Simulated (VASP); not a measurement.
# Hf2SeS3 (P-3m1) in VASP: further runs, part 2 of 2

VASP 6.6.1.

### Step 4. Relaxation of cell and atoms, PBE

This run uses another cell than the first one, of 19.61 Å³/atom, 0.919 times its volume.

INCAR

```
PREC = Accurate
ENCUT = 600
EDIFF = 1E-7
ISMEAR = 0
SIGMA = 0.1
LREAL = False
LASPH = True
NELM = 80
ALGO = Normal
ISIF = 3
LWAVE = False
LCHARG = False
GGA = PE
IBRION = 2
NSW = 90
EDIFFG = -0.04
```

KPOINTS

```
regular mesh
0
Gamma
  6 6 4
```

POSCAR

```
Hf2SeS3
1.0
    4.4630561991      0.0000000000      0.0000000000
   -2.2315280996      3.8651200470      0.0000000000
    0.0000000000      0.0000000000      6.8212998343
Hf Se S
2 1 3
Direct
    0.6666666667      0.3333333333      0.6971061054
    0.3333333333      0.6666666667      0.3028938946
    0.0000000000      0.0000000000      0.0000000000
    0.0000000000      0.0000000000      0.5000000000
    0.6666666667      0.3333333333      0.3139291269
    0.3333333333      0.6666666667      0.6860708731
```

Potentials or basis: VASP PAW PBE potentials, release 64 (Hf_pv, Se, S).

Command:

```console
$ cat potpaw_PBE.64/Hf_pv/POTCAR potpaw_PBE.64/Se/POTCAR potpaw_PBE.64/S/POTCAR > POTCAR
$ mpirun -np 1 vasp_std > vasp.out
```

OUTCAR:

```text
PREC = Accurate
   ENCUT = 600
   EDIFF = 1E-7
   ISMEAR = 0
   LREAL = False
   LASPH = True
   NELM = 80
   ISIF = 3
   GGA = PE
   IBRION = 2
   NSW = 90
   EDIFFG = -0.04

 ion  position               nearest neighbor table
   1  0.667  0.333  0.697-   6 2.58   6 2.58   6 2.58   5 2.61   4 2.91   4 2.91   4 2.91   3 3.30
                             3 3.30   3 3.30   2 3.72   2 3.72   2 3.72
   2  0.333  0.667  0.303-   5 2.58   5 2.58   5 2.58   6 2.61   4 2.91   4 2.91   4 2.91   3 3.30
                             3 3.30   3 3.30   1 3.72   1 3.72   1 3.72
   3  0.000  0.000  0.000-   1 3.30   2 3.30   1 3.30   2 3.30   1 3.30   2 3.30
   4  0.000  0.000  0.500-   1 2.91   2 2.91   1 2.91   2 2.91   1 2.91   2 2.91
   5  0.667  0.333  0.314-   2 2.58   2 2.58   2 2.58   1 2.61
   6  0.333  0.667  0.686-   1 2.58   1 2.58   1 2.58   2 2.61

  LATTYP: Found a hexagonal cell.
 ALAT       =     4.4630561991
 C/A-ratio  =     1.5283920995

  Lattice vectors:

 A1 = (   4.4630561991,   0.0000000000,   0.0000000000)
 A2 = (  -2.2315280996,   3.8651200470,   0.0000000000)
 A3 = (   0.0000000000,   0.0000000000,   6.8212998343)

Analysis of symmetry for initial positions (statically):
[... 168 lines left out ...]
 maximum number of plane-waves:      3952
   NGX = 17   NGY = 17   NGZ = 27

--------------------------------------- Ionic step        1  -------------------------------------------

 number of electron      43.9999995 magnetization

 Free energy of the ion-electron system (eV)
  ---------------------------------------------------
  ext. energy  EPLUGINS =         0.00000000
  ---------------------------------------------------
  free energy    TOTEN  =       -41.23250098 eV

  energy without entropy =      -41.22821939  energy(sigma->0) =      -41.23036019

------------------------ aborting loop because EDIFF is reached ----------------------------------------

  FORCE on cell =-STRESS in cart. coord.  units (eV):
  Direction    XX          YY          ZZ          XY          YZ          ZX
  --------------------------------------------------------------------------------------
  -------------------------------------------------------------------------------------
  Total       -0.5484499     -0.5484499     -1.1506816      0.0000000      0.0000000      0.0000000
  in kB       -7.4676688     -7.4676688    -15.6676282      0.0000000      0.0000000      0.0000000
  external PRESSURE =     -10.2009886 kB  Pullay stress =       0.0000000 kB
[... 227 lines left out ...]
--------------------------------------- Ionic step        7  -------------------------------------------

 number of electron      43.9999997 magnetization

 Free energy of the ion-electron system (eV)
  ---------------------------------------------------
  ext. energy  EPLUGINS =         0.00000000
  ---------------------------------------------------
  free energy    TOTEN  =       -41.25219894 eV

  energy without entropy =      -41.24679225  energy(sigma->0) =      -41.24949560

 E-fermi :   5.9710     XC(G=0): -10.6568

 val. band max:        5.9592133609   @ k =   0.3333   0.3333   0.0000
 cond. band min:       6.0123287894   @ k =   0.1667   0.0000   0.0000
 fundamental gap:      0.0531154286
 Fermi energy:         5.9710490267

 k-point     1 :       0.0000    0.0000    0.0000
  band No.  band energies     occupation
      1     -26.0740      2.00000
      2     -25.9888      2.00000
      3     -25.9178      2.00000
      4     -25.9178      2.00000
      5     -25.8852      2.00000
      6     -25.8852      2.00000
[... 718 lines left out ...]
  FREE ENERGIE OF THE ION-ELECTRON SYSTEM (eV)
  ---------------------------------------------------
  free  energy   TOTEN  =       -41.2521989401 eV

  energy  without entropy=      -41.2467922541  energy(sigma->0) =      -41.24949560

 reached required accuracy - stopping structural energy minimisation
```

Run time: 3.1 min. Hardware: 1 thread of AMD EPYC 9R45 (Zen 5), shared host; peak memory 0.28 GiB.

What came out:

- Free energy: -41.2522 eV
- Relaxed volume: 19.53 Å³/atom
- Relaxed cell: a = 4.471 Å, b = 4.471 Å, c = 6.770 Å, α = 90.00°, β = 90.00°, γ = 120.00°
- Space group after relaxing (to 0.05 Å): P-3m1 (No. 164)
- Energy gained by relaxing: 3.3 meV/atom
- Ionic steps: 7
- Pressure after relaxing: -0.3 GPa
- Largest force after relaxing: 0.011 eV/Å
- Band gap on the k mesh: zero (band 22 reaches 6.01 eV, above the bottom of band 23 at 5.77 eV)

Forces in eV/Å, atoms in the order of the input:
```
Hf   0.000  0.000 -0.011
Hf   0.000  0.000  0.011
Se   0.000  0.000  0.000
S    0.000  0.000  0.000
S    0.000  0.000  0.005
S    0.000  0.000 -0.005
```

Step by step:
| step | energy change (eV) | largest force (eV/Å) | pressure (GPa) | volume (Å³) |
| --- | --- | --- | --- | --- |
| 1 | 0.0000 | 0.3008 | -1.02 | 117.67 |
| 2 | -0.0062 | 0.1503 | 1.17 | 115.55 |
| 3 | -0.0082 | 0.1420 | 0.42 | 116.25 |
| 4 | -0.0126 | 0.1119 | 0.18 | 116.53 |
| 5 | -0.0139 | 0.1407 | -0.03 | 116.81 |
| 6 | -0.0172 | 0.0901 | -0.11 | 116.94 |
| 7 | -0.0197 | 0.0106 | -0.26 | 117.19 |

Final structure:
```cif
data_structure
_symmetry_space_group_name_H-M 'P 1'
_symmetry_Int_Tables_number 1
_cell_length_a 4.4710
_cell_length_b 4.4710
_cell_length_c 6.7697
_cell_angle_alpha 90.000
_cell_angle_beta 90.000
_cell_angle_gamma 120.000
_cell_volume 117.19
loop_
_atom_site_label
_atom_site_type_symbol
_atom_site_fract_x
_atom_site_fract_y
_atom_site_fract_z
_atom_site_occupancy
Hf1 Hf 0.66667 0.33333 0.68870 1
Hf2 Hf 0.33333 0.66667 0.31130 1
Se1 Se 0.00000 0.00000 0.00000 1
S1 S 0.00000 0.00000 0.50000 1
S2 S 0.66667 0.33333 0.30871 1
S3 S 0.33333 0.66667 0.69129 1
```

Caveat: spin-orbit coupling is left out, which moves the levels of the heavy elements.

### Step 5. The runs side by side

```csv
task,cell,k mesh,cutoff (eV),gap on the mesh (eV),pressure (GPa),relaxed volume (Å³/atom),largest force (eV/Å)
relaxation of cell and atoms,"relaxed from a = 4.338, b = 4.338, c = 7.855 Å, angles 90.0, 90.0, 120.0°, 6 atoms",6 × 6 × 2,600,none,0.1,19.50,0.04
single point,"a = 4.477, b = 4.477, c = 6.780 Å, angles 90.0, 90.0, 120.0°, 6 atoms",12 × 12 × 6,520,none,-0.7,-,0.08
relaxation of cell and atoms,"relaxed from a = 4.463, b = 4.463, c = 6.821 Å, angles 90.0, 90.0, 120.0°, 6 atoms",6 × 6 × 4,600,none,-0.3,19.53,0.01
```

Alike in all rows: level PBE; potentials or basis VASP PAW PBE potentials, release 64 (Hf_pv, Se, S); no spin polarisation; smearing gaussian 0.1 eV.

Caveats: some runs use coarse meshes; spin-orbit coupling is left out, which moves the levels of the heavy elements.

Total energies depend on the potentials used, so only differences within one code and one set of settings carry meaning.
